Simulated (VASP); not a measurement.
# B3C (Im-3m) in VASP: notebook

The runs below take B3C through single point, relaxation of cell and atoms, with PBE.

Everything below comes from runs of VASP 6.6.1. Logs are shortened: lines on timing, memory, paths and dates and some standing lists are left out, and cuts for length are marked.

## Step 1: The cell of the first run

It takes space group Im-3m (No. 229, cubic). The conventional cell has a = 3.690 Å, b = 3.690 Å, c = 3.690 Å, α = 90.00°, β = 90.00°, γ = 90.00°. B (site symmetry 4/mmm) has 4 B at 1.84 Å and 2 C at 1.84 Å within 2.4 Å. C (site symmetry m-3m) has 6 B at 1.84 Å within 2.4 Å.

## Step 2: Single point, PBE

INCAR reads:

```
SYSTEM = B3C
ALGO = Normal
EDIFF = 1E-6
ENCUT = 520
GGA = PE
ISIF = 2
ISMEAR = 0
LASPH = .True.
LCHARG = .True.
LELF = .True.
LREAL = .False.
LVHAR = .True.
LWAVE = .False.
NBANDS = 14
NELM = 80
PREC = Accurate
SIGMA = 0.1
```

KPOINTS reads:

```
k-points
0
Gamma
  6 6 6
  0 0 0
```

POSCAR reads:

```
B3C
1.0
   -1.8449871737      1.8449871737      1.8449871737
    1.8449871737     -1.8449871737      1.8449871737
    1.8449871737      1.8449871737     -1.8449871737
B C
3 1
Direct
    0.0000000000      0.5000000000      0.5000000000
    0.5000000000      0.0000000000      0.5000000000
    0.5000000000      0.5000000000      0.0000000000
    0.0000000000      0.0000000000      0.0000000000
```

Potentials or basis: VASP PAW PBE potentials, release 64 (B, C).

The run is started by

```
$ cat potpaw_PBE.64/B/POTCAR potpaw_PBE.64/C/POTCAR > POTCAR
$ mpirun -np 1 vasp_std > vasp.out
```

OUTCAR:

```text
SYSTEM = B3C
   EDIFF = 1E-6
   ENCUT = 520
   GGA = PE
   ISIF = 2
   ISMEAR = 0
   LASPH = .True.
   LREAL = .False.
   NELM = 80
   PREC = Accurate

 ion  position               nearest neighbor table
   1  0.000  0.500  0.500-   2 1.84   3 1.84   4 1.84   4 1.84   3 1.84   2 1.84
   2  0.500  0.000  0.500-   1 1.84   3 1.84   4 1.84   3 1.84   4 1.84   1 1.84
   3  0.500  0.500  0.000-   1 1.84   2 1.84   4 1.84   2 1.84   1 1.84   4 1.84
   4  0.000  0.000  0.000-   1 1.84   2 1.84   3 1.84   1 1.84   2 1.84   3 1.84

  LATTYP: Found a body centered cubic cell.
 ALAT       =     3.6899743474

  Lattice vectors:

 A1 = (  -1.8449871737,   1.8449871737,   1.8449871737)
 A2 = (   1.8449871737,  -1.8449871737,   1.8449871737)
 A3 = (   1.8449871737,   1.8449871737,  -1.8449871737)

Analysis of symmetry for initial positions (statically):
=====================================================================
 Subroutine PRICEL returns:
 Original cell was already a primitive cell.

 Routine SETGRP: Setting up the symmetry group for a
 body centered cubic supercell.

 Subroutine GETGRP returns: Found 48 space group operations
 (whereof 48 operations were pure point group operations)
 out of a pool of 48 trial point group operations.

The static configuration has the point symmetry O_h .

Analysis of symmetry for dynamics (positions and initial velocities):
=====================================================================
 Subroutine PRICEL returns:
 Original cell was already a primitive cell.

 Routine SETGRP: Setting up the symmetry group for a
 body centered cubic supercell.

 Subroutine GETGRP returns: Found 48 space group operations
 (whereof 48 operations were pure point group operations)
 out of a pool of 48 trial point group operations.

The dynamic configuration has the point symmetry O_h .

 Subroutine INISYM returns: Found 48 space group operations
 (whereof 48 operations are pure point group operations),
 and found     1 'primitive' translations

----------------------------------------------------------------------------------------

                                     Primitive cell

  volume of cell :      25.1212

  direct lattice vectors                    reciprocal lattice vectors
    -1.844987174  1.844987174  1.844987174     0.000000000  0.271004594  0.271004594
     1.844987174 -1.844987174  1.844987174     0.271004594  0.000000000  0.271004594
     1.844987174  1.844987174 -1.844987174     0.271004594  0.271004594  0.000000000

  length of vectors
     3.195611524  3.195611524  3.195611524     0.383258372  0.383258372  0.383258372

  position of ions in fractional coordinates (direct lattice)
     0.000000000  0.500000000  0.500000000
     0.500000000  0.000000000  0.500000000
     0.500000000  0.500000000  0.000000000
     0.000000000  0.000000000  0.000000000

  ion indices of the primitive-cell ions
   primitive index   ion index
                 1           1
                 2           2
                 3           3
                 4           4

----------------------------------------------------------------------------------------

 KPOINTS: k-points

Automatic generation of k-mesh.
 Grid dimensions read from file:
 generate k-points for:    6    6    6

 Generating k-lattice:

  Cartesian coordinates                     Fractional coordinates (reciprocal lattice)
     0.000000000  0.045167432  0.045167432     0.166666667  0.000000000  0.000000000
     0.045167432  0.000000000  0.045167432     0.000000000  0.166666667  0.000000000
     0.045167432  0.045167432  0.000000000     0.000000000  0.000000000  0.166666667

  Length of vectors
     0.063876395  0.063876395  0.063876395

  Shift w.r.t. Gamma in fractional coordinates (k-lattice)
     0.000000000  0.000000000  0.000000000

 Subroutine IBZKPT returns following result:
 ===========================================

 Found     16 irreducible k-points:

 Following reciprocal coordinates:
            Coordinates               Weight
  0.000000  0.000000  0.000000      1.000000
  0.166667  0.000000  0.000000     12.000000
  0.333333  0.000000  0.000000     12.000000
  0.500000  0.000000  0.000000      6.000000
  0.166667  0.166667  0.000000     24.000000
  0.333333  0.166667  0.000000     48.000000
[... 8 lines left out ...]
  0.500000  0.500000  0.333333     12.000000
  0.500000  0.500000  0.500000      1.000000
   k-points           NKPTS =     16   k-points in BZ     NKDIM =     16   number of bands    NBANDS=     14
   number of dos      NEDOS =    301   number of ions     NIONS =      4
   total plane-waves  NPLWV =  13824
   dimension x,y,z NGX =    24 NGY =   24 NGZ =   24
   dimension x,y,z NGXF=    48 NGYF=   48 NGZF=   48
   ions per type =               3   1
   NGX,Y,Z   is equivalent  to a cutoff of  12.49, 12.49, 12.49 a.u.
   NGXF,Y,Z  is equivalent  to a cutoff of  24.97, 24.97, 24.97 a.u.
 SYSTEM =  B3C
[... 36 lines left out ...]
   AEXX    =    0.0000 exact exchange contribution
   IVDW    =     0    specifies the selected vdW correction
   LEPSILON=     F    determine dielectric tensor
   LRPA    =     F    only Hartree local field effects (RPA)
 non-spin polarized calculation
 Gauss-broadening in eV      SIGMA  =   0.10
  energy-cutoff  :      520.00
  volume of cell :       25.12
 maximum number of plane-waves:       685
   NGX = 11   NGY = 11   NGZ = 11

 number of electron      12.9999999 magnetization

 Free energy of the ion-electron system (eV)
  ---------------------------------------------------
  ext. energy  EPLUGINS =         0.00000000
  ---------------------------------------------------
  free energy    TOTEN  =       -23.73703269 eV

  energy without entropy =      -23.72697815  energy(sigma->0) =      -23.73200542

 E-fermi :   8.0015     XC(G=0): -12.7969

 val. band max:        7.7970218898   @ k =   0.5000   0.5000   0.1667
 cond. band min:       8.0491055689   @ k =   0.3333   0.1667   0.0000
 fundamental gap:      0.2520836791
 Fermi energy:         8.0015339126

 k-point     1 :       0.0000    0.0000    0.0000
  band No.  band energies     occupation
      1      -9.6259      2.00000
      2       4.2542      2.00000
      3       4.2542      2.00000
      4       4.2542      2.00000
      5       5.8469      2.00000
      6       5.8469      2.00000
      7       5.8469      2.00000
      8       7.0155      2.00000
      9      12.8985      0.00000
     10      12.8985      0.00000
     11      16.3005      0.00000
     12      16.3005      0.00000
     13      16.3005      0.00000
     14      20.6724      0.00000

 k-point     2 :       0.1667    0.0000    0.0000
  band No.  band energies     occupation
      1      -9.1476      2.00000
      2       1.8676      2.00000
      3       3.7850      2.00000
      4       4.3068      2.00000
      5       4.6953      2.00000
      6       5.2518      2.00000
      7       6.0911      2.00000
      8       8.7809      0.00000
      9      13.6830      0.00000
     10      13.7964      0.00000
     11      17.8024      0.00000
     12      18.0318      0.00000
     13      18.1949      0.00000
     14      18.8691      0.00000

 k-point     3 :       0.3333    0.0000    0.0000
  band No.  band energies     occupation
      1      -7.7423      2.00000
      2      -1.8137      2.00000
      3       3.0103      2.00000
      4       3.5485      2.00000
      5       4.1354      2.00000
      6       4.3228      2.00000
      7       7.4596      2.00000
      8      11.3463      0.00000
      9      14.0067      0.00000
     10      14.9403      0.00000
     11      15.4658      0.00000
     12      17.3692      0.00000
     13      20.8987      0.00000
     14      22.2959      0.00000
[... 188 lines left out ...]
 k-point    15 :       0.5000    0.5000    0.3333
  band No.  band energies     occupation
      1      -4.2675      2.00000
      2      -2.5799      2.00000
      3      -0.7558      2.00000
      4       0.1034      2.00000
      5       3.0761      2.00000
      6       3.9072      2.00000
      7       8.8770      0.00000
      8       9.1684      0.00000
      9      10.8315      0.00000
     10      21.6018      0.00000
     11      21.7974      0.00000
     12      22.6434      0.00000
     13      24.1148      0.00000
     14      24.3108      0.00000

 k-point    16 :       0.5000    0.5000    0.5000
  band No.  band energies     occupation
      1      -2.7801      2.00000
      2      -1.2796      2.00000
      3      -1.2796      2.00000
      4      -1.2796      2.00000
      5       1.7031      2.00000
      6       1.7031      2.00000
      7      10.3143      0.00000
      8      10.3143      0.00000
      9      10.3143      0.00000
     10      23.1625      0.00000
     11      23.1625      0.00000
     12      23.1625      0.00000
     13      24.0999      0.00000
     14      25.0519      0.00000

------------------------ aborting loop because EDIFF is reached ----------------------------------------

  FORCE on cell =-STRESS in cart. coord.  units (eV):
  Direction    XX          YY          ZZ          XY          YZ          ZX
  --------------------------------------------------------------------------------------
  -------------------------------------------------------------------------------------
  Total       -0.0214782     -0.0214782     -0.0214782     -0.0000000     -0.0000000     -0.0000000
  in kB       -1.3698348     -1.3698348     -1.3698348     -0.0000000     -0.0000000     -0.0000000
  external PRESSURE =      -1.3698348 kB  Pullay stress =       0.0000000 kB

 VOLUME and BASIS-vectors are now :
 -----------------------------------------------------------------------------
  energy-cutoff  :      520.00
  volume of cell :       25.12
      direct lattice vectors                 reciprocal lattice vectors
    -1.844987174  1.844987174  1.844987174     0.000000000  0.271004594  0.271004594
     1.844987174 -1.844987174  1.844987174     0.271004594  0.000000000  0.271004594
     1.844987174  1.844987174 -1.844987174     0.271004594  0.271004594  0.000000000

 POSITION                                       TOTAL-FORCE (eV/Angst)
 -----------------------------------------------------------------------------------
      1.84499      0.00000      0.00000        -0.000000      0.000000      0.000000
      0.00000      1.84499      0.00000        -0.000000      0.000000     -0.000000
      0.00000      0.00000      1.84499         0.000000     -0.000000     -0.000000
      0.00000      0.00000      0.00000        -0.000000      0.000000     -0.000000
 -----------------------------------------------------------------------------------
    total drift:                               -0.000000      0.000000      0.000000

  FREE ENERGIE OF THE ION-ELECTRON SYSTEM (eV)
  ---------------------------------------------------
  free  energy   TOTEN  =       -23.7370326925 eV

  energy  without entropy=      -23.7269781503  energy(sigma->0) =      -23.73200542
```

Wall time 2.3 s (1 thread of Intel Xeon 6975P-C (Granite Rapids), shared host); peak memory 0.13 GiB.

What came out:

| Item | Value |
| --- | --- |
| Free energy | -23.7370 eV |
| Pressure | -0.1 GPa |

Levels at points of the mesh, in eV from the Fermi level:
| k point | band 3 | band 4 | band 5 | band 6 | band 7 | band 8 | band 9 | band 10 |
| --- | --- | --- | --- | --- | --- | --- | --- | --- |
| (0.00, 0.00, 0.00) | -3.75 | -3.75 | -2.15 | -2.15 | -2.15 | -0.99 | 4.90 | 4.90 |
| (0.50, 0.00, 0.00) | -5.32 | -4.84 | -4.06 | -4.00 | 1.44 | 3.03 | 5.12 | 6.87 |
| (0.50, 0.50, 0.50) | -9.28 | -9.28 | -6.30 | -6.30 | 2.31 | 2.31 | 2.31 | 15.16 |

Caveat: the k points lie up to 0.40 Å⁻¹ apart.

## Step 3: Single point, PBE

This run uses another cell than the first one, of 9.40 Å³/atom, 1.497 times its volume.

INCAR reads:

```
ALGO = Normal ; EDIFF = 1E-7
ENCUT = 520 ; GGA = PE
ISIF = 2 ; ISMEAR = 0
LASPH = T ; LCHARG = F
LREAL = F ; LWAVE = F
NBANDS = 14 ; NELM = 100
PREC = Accurate ; SIGMA = 0.1
```

KPOINTS reads:

```
k-points
0
Gamma
  6 6 6
```

POSCAR reads:

```
B3C
1.0
   -2.1104739400      2.1104739400      2.1104739400
    2.1104739400     -2.1104739400      2.1104739400
    2.1104739400      2.1104739400     -2.1104739400
B C
3 1
Direct
    0.0000000000      0.5000000000      0.5000000000
    0.5000000000      0.0000000000      0.5000000000
    0.5000000000      0.5000000000      0.0000000000
    0.0000000000      0.0000000000      0.0000000000
```

Potentials or basis: VASP PAW PBE potentials, release 64 (B, C).

The run is started by

```
$ cat potpaw_PBE.64/B/POTCAR potpaw_PBE.64/C/POTCAR > POTCAR
$ mpirun -np 1 vasp_std > vasp.out
```

Run time: 4 s. Hardware: 1 thread of Intel Xeon 6975P-C (Granite Rapids), shared host; peak memory 0.14 GiB.

The run converged. Its results:

```
Free energy : -21.1932 eV
Pressure    : -46.6 GPa
```

Levels at points of the mesh, in eV from the Fermi level:
| k point | band 4 | band 5 | band 6 | band 7 | band 8 | band 9 |
| --- | --- | --- | --- | --- | --- | --- |
| (0.00, 0.00, 0.00) | -2.37 | -2.37 | -1.31 | -1.31 | -1.31 | 1.56 |
| (0.50, 0.00, 0.00) | -3.45 | -3.34 | -2.48 | 1.24 | 2.57 | 3.37 |
| (0.50, 0.50, 0.50) | -6.17 | -5.84 | -5.84 | 1.66 | 1.66 | 1.66 |

## Step 4: Single point, PBE, collinear spin, ferromagnetic start

INCAR reads:

```
SYSTEM = B3C
PREC = Accurate
ENCUT = 520
EDIFF = 1E-7
ISMEAR = 0
SIGMA = 0.1
LREAL = .FALSE.
LASPH = .TRUE.
NELM = 150
ALGO = Normal
ISIF = 2
LWAVE = .FALSE.
LCHARG = .TRUE.
ISPIN = 2
MAGMOM = 0 0 0 1
LORBIT = 11
GGA = PE
LELF = .TRUE.
LVHAR = .TRUE.
NBANDS = 18
```

KPOINTS reads:

```
regular mesh
0
G
  6 6 6
  0 0 0
```

POSCAR reads:

```
B3C
1.0
   -1.8449871737      1.8449871737      1.8449871737
    1.8449871737     -1.8449871737      1.8449871737
    1.8449871737      1.8449871737     -1.8449871737
B C
3 1
Direct
    0.0000000000      0.5000000000      0.5000000000
    0.5000000000      0.0000000000      0.5000000000
    0.5000000000      0.5000000000      0.0000000000
    0.0000000000      0.0000000000      0.0000000000
```

The run is started by

```
$ cat potpaw_PBE.64/B/POTCAR potpaw_PBE.64/C/POTCAR > POTCAR
$ mpirun -np 1 vasp_std > vasp.out
```

It took 6.9 s on 1 thread of Intel Xeon 6975P-C (Granite Rapids), shared host; peak memory 0.14 GiB.

The run converged. Its results:

- Free energy: -23.7370 eV
- Pressure: -0.1 GPa
- Net moment: 0.00 μB per cell
- Valence electrons inside the program's atomic spheres: B 1.86; C 2.29

Levels at points of the mesh, in eV from the Fermi level:
Spin up:
| k point | band 2 | band 3 | band 4 | band 5 | band 6 | band 7 | band 8 | band 9 | band 10 | band 11 |
| --- | --- | --- | --- | --- | --- | --- | --- | --- | --- | --- |
| (0.00, 0.00, 0.00) | -3.75 | -3.75 | -3.75 | -2.15 | -2.15 | -2.15 | -0.99 | 4.90 | 4.90 | 8.30 |
| (0.50, 0.00, 0.00) | -12.35 | -5.32 | -4.84 | -4.06 | -4.00 | 1.44 | 3.03 | 5.12 | 6.87 | 8.50 |
| (0.50, 0.50, 0.50) | -9.28 | -9.28 | -9.28 | -6.30 | -6.30 | 2.31 | 2.31 | 2.31 | 15.16 | 15.16 |
Spin down:
| k point | band 3 | band 4 | band 5 | band 6 | band 7 | band 8 | band 9 | band 10 |
| --- | --- | --- | --- | --- | --- | --- | --- | --- |
| (0.00, 0.00, 0.00) | -3.75 | -3.75 | -2.15 | -2.15 | -2.15 | -0.99 | 4.90 | 4.90 |
| (0.50, 0.00, 0.00) | -5.32 | -4.84 | -4.06 | -4.00 | 1.44 | 3.03 | 5.12 | 6.87 |
| (0.50, 0.50, 0.50) | -9.28 | -9.28 | -6.30 | -6.30 | 2.31 | 2.31 | 2.31 | 15.16 |

Caveat: the k points lie up to 0.40 Å⁻¹ apart.

## Step 5: Relaxation of cell and atoms, PBE

This run uses another cell than the first one, of 9.40 Å³/atom, 1.497 times its volume.

INCAR reads:

```
PREC = Accurate
ENCUT = 600
EDIFF = 1E-6
ISMEAR = 0
SIGMA = 0.1
LREAL = F
LASPH = T
NELM = 80
ALGO = Normal
ISIF = 3
LWAVE = F
LCHARG = F
GGA = PE
IBRION = 2
NSW = 90
EDIFFG = -0.04
```

KPOINTS reads:

```
regular mesh
0
Gamma
  6 6 6
```

POSCAR reads:

```
B3C
1.0
   -2.1104739400      2.1104739400      2.1104739400
    2.1104739400     -2.1104739400      2.1104739400
    2.1104739400      2.1104739400     -2.1104739400
B C
3 1
Direct
    0.0000000000      0.5000000000      0.5000000000
    0.5000000000      0.0000000000      0.5000000000
    0.5000000000      0.5000000000      0.0000000000
    0.0000000000      0.0000000000      0.0000000000
```

The run is started by

```
$ cat potpaw_PBE.64/B/POTCAR potpaw_PBE.64/C/POTCAR > POTCAR
$ mpirun -np 1 vasp_std > vasp.out
```

Run time: 8.7 s. Hardware: 1 thread of Intel Xeon 6975P-C (Granite Rapids), shared host; peak memory 0.15 GiB.

Results (log left out):

* Free energy: -23.7511 eV
* Relaxed volume: 6.27 Å³/atom
* Relaxed cell: a = 3.194 Å, b = 3.194 Å, c = 3.194 Å, α = 109.47°, β = 109.47°, γ = 109.47°
* Space group after relaxing (to 0.05 Å): Im-3m (No. 229)
* Energy gained by relaxing: 639.1 meV/atom
* Ionic steps: 3
* Pressure after relaxing: 0.2 GPa

Step by step:
```tsv
step	energy change (eV)	largest force (eV/Å)	pressure (GPa)	volume (Å³)
1	0.0000	0.0000	-46.60	37.60
2	-2.5478	0.0000	5.57	24.60
3	-2.5564	0.0000	0.17	25.09
```

Final structure:
```cif
data_structure
_symmetry_space_group_name_H-M 'P 1'
_symmetry_Int_Tables_number 1
_cell_length_a 3.1941
_cell_length_b 3.1941
_cell_length_c 3.1941
_cell_angle_alpha 109.471
_cell_angle_beta 109.471
_cell_angle_gamma 109.471
_cell_volume 25.09
loop_
_atom_site_label
_atom_site_type_symbol
_atom_site_fract_x
_atom_site_fract_y
_atom_site_fract_z
_atom_site_occupancy
B1 B 0.00000 0.50000 0.50000 1
B2 B 0.50000 0.00000 0.50000 1
B3 B 0.50000 0.50000 0.00000 1
C1 C 0.00000 0.00000 0.00000 1
```

Levels at points of the mesh, in eV from the Fermi level:
| k point | band 3 | band 4 | band 5 | band 6 | band 7 | band 8 | band 9 | band 10 |
| --- | --- | --- | --- | --- | --- | --- | --- | --- |
| (0.00, 0.00, 0.00) | -3.75 | -3.75 | -2.16 | -2.16 | -2.16 | -0.98 | 4.91 | 4.91 |
| (0.50, 0.00, 0.00) | -5.33 | -4.84 | -4.07 | -4.00 | 1.44 | 3.03 | 5.13 | 6.88 |
| (0.50, 0.50, 0.50) | -9.29 | -9.29 | -6.30 | -6.30 | 2.32 | 2.32 | 2.32 | 15.18 |

Caveat: the volume moved by over 15 % at a fixed basis, so the end points are rough.

## Step 6: Overview

```tsv
task	spin	cell	cutoff (eV)	gap on the mesh (eV)	pressure (GPa)
single point	off	a = 3.196 Å, angles 109.5°, 4 atoms	520	none	-0.1
single point	off	a = 3.655 Å, angles 109.5°, 4 atoms	520	none	-46.6
single point	collinear, ferromagnetic start	a = 3.196 Å, angles 109.5°, 4 atoms	520	none	-0.1
relaxation of cell and atoms	off	relaxed from a = 3.655 Å, angles 109.5°, 4 atoms	600	none	0.2
```

Alike in all rows: level PBE; potentials or basis VASP PAW PBE potentials, release 64 (B, C); k mesh 6 × 6 × 6; smearing gaussian 0.1 eV.

Caveats: some runs use coarse meshes; the volume moved by over 15 % at a fixed basis, so the end points are rough (some runs).

Total energies depend on the potentials used, so only differences within one code and one set of settings carry meaning.
